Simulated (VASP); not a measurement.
Crystal: AlNi3.

```
Al Ni
1.0
     0.00000    2.83617    2.83617
     2.83617    0.00000    2.83617
     2.83617    2.83617    0.00000
Al Ni
1 3
Cartesian
  2.8362 2.8362 2.8362
  1.4181 1.4181 1.4181
  0.0000 0.0000 0.0000
  4.2543 4.2543 4.2543
```

| Property | Result |
| --- | --- |
| Program | VASP 6.6.1 |
| Task | relaxation of cell and atoms |
| Functional | PBE |
| Dispersion | D3(BJ) |
| Potentials or basis | VASP PAW PBE potentials, release 64 (Al, Ni) |
| Cutoff | 600 eV |
| k mesh | 14 × 14 × 14 |
| Occupations | gaussian, width 0.1 eV |
| Spin | no spin polarisation |

At the start: pressure -6.4 GPa; volume 11.41 Å³/atom.

Q: How do energy, volume and symmetry change on relaxing?

A: Over 6 steps the energy falls by 8.9 meV/atom and the volume is 11.00 Å³/atom (-3.6 %); space group Fm-3m (No. 225, to 0.1 Å) before and after.

The path:
| step | energy change (eV) | largest force (eV/Å) | pressure (GPa) | volume (Å³) |
| --- | --- | --- | --- | --- |
| 1 | 0.0000 | 0.0000 | -6.43 | 45.63 |
| 2 | -0.0108 | 0.0000 | 6.31 | 42.67 |
| 3 | -0.0355 | 0.0000 | 0.56 | 43.96 |
| 4 | -0.0353 | 0.0000 | -0.52 | 44.09 |
| 5 | -0.0355 | 0.0000 | -0.45 | 44.03 |
| 6 | -0.0355 | 0.0000 | -0.03 | 43.99 |

Final structure:
```
CELL_PARAMETERS angstrom
0.00000 2.80187 2.80187
2.80187 0.00000 2.80187
2.80187 2.80187 0.00000
ATOMIC_POSITIONS crystal
Al 0.50000 0.50000 0.50000
Ni 0.25000 0.25000 0.25000
Ni 0.00000 0.00000 0.00000
Ni 0.75000 0.75000 0.75000
```
